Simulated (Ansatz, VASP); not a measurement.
## ScAl4: VASP beside Ansatz

INCAR

```
  PREC = Accurate
  ENCUT = 520
  EDIFF = 1E-6
  ISMEAR = 0
  SIGMA = 0.1
  LREAL = F
  LASPH = T
  NELM = 60
  ALGO = Fast
  ISIF = 2
  LWAVE = F
  LCHARG = F
  GGA = PE
  NBANDS = 20
```

KPOINTS

```
regular mesh
0
Gamma
  12 12 12
```

POSCAR

```
ScAl4
1.0
   -3.3195874373      3.3195874373      2.0085346479
    3.3195874373     -3.3195874373      2.0085346479
    3.3195874373      3.3195874373     -2.0085346479
Sc Al
1 4
Direct
    0.5000000000      0.5000000000      0.0000000000
    0.3035700598      0.9046268734      0.2081969333
    0.0953731266      0.3035700598      0.3989431864
    0.9046268734      0.6964299402      0.6010568136
    0.6964299402      0.0953731266      0.7918030667
```

Input for Ansatz:

```yaml
crystal:
  lattice:
    - [-3.3195874373, 3.3195874373, 2.0085346479]
    - [3.3195874373, -3.3195874373, 2.0085346479]
    - [3.3195874373, 3.3195874373, -2.0085346479]
  atoms:
    - { symbol: Sc, position: [0.5, 0.5, 0.0] }
    - { symbol: Al, position: [0.3035700598, 0.9046268734, 0.2081969333] }
    - { symbol: Al, position: [0.0953731266, 0.3035700598, 0.3989431864] }
    - { symbol: Al, position: [0.9046268734, 0.6964299402, 0.6010568136] }
    - { symbol: Al, position: [0.6964299402, 0.0953731266, 0.7918030667] }
basis:
  ecutwfc: 420
kpoints:
  mp_grid: { grid: [12, 12, 12] }
  band_path:
    path:
      - [[0.0, 0.0, 0.0], [-0.5, 0.5, 0.0], [-0.5, 0.5, 0.5], [0.0, 0.0, 0.0], [-0.34152304, -0.34152304, 0.34152304]]
      - [[-0.65847696, 0.34152304, 0.65847696], [-0.5, 0.5, 0.5]]
      - [[-0.5, 0.5, 0.0], [-0.75, 0.25, 0.25], [-0.5, 0.0, 0.5], [0.0, 0.0, 0.0]]
    npoints: 14
hamiltonian:
  xc: pbe
scf:
  occupations: { method: gaussian, width: 0.1 }
  n_extra_bands: 12
output:
  forces: true
  stress: true
  eigenvalues: true
  populations: true
  dos: { projected: true, de: 0.02, nscf_kmesh: { grid: [15, 15, 15] } }
  bader: true
```

Alike in both runs: task single point; functional PBE; k mesh 12 × 12 × 12; occupations gaussian, width 0.1 eV; no spin polarisation.

```csv
,VASP,Ansatz
version,VASP 6.6.1,Ansatz 0.2.0
potentials or method,"VASP PAW PBE potentials, release 64 (Sc_sv, Al), cutoff 520 eV","scalar-relativistic, plane waves, PAW"
valence electrons in the cell,23,23
```

```csv
,VASP,Ansatz,Ansatz less VASP
gap on the k mesh at the Fermi level (eV),none,none,-
pressure (GPa),0.0,0.0,+0.01
```

A gap of «none» marks a metal or a gap that the smearing closes.
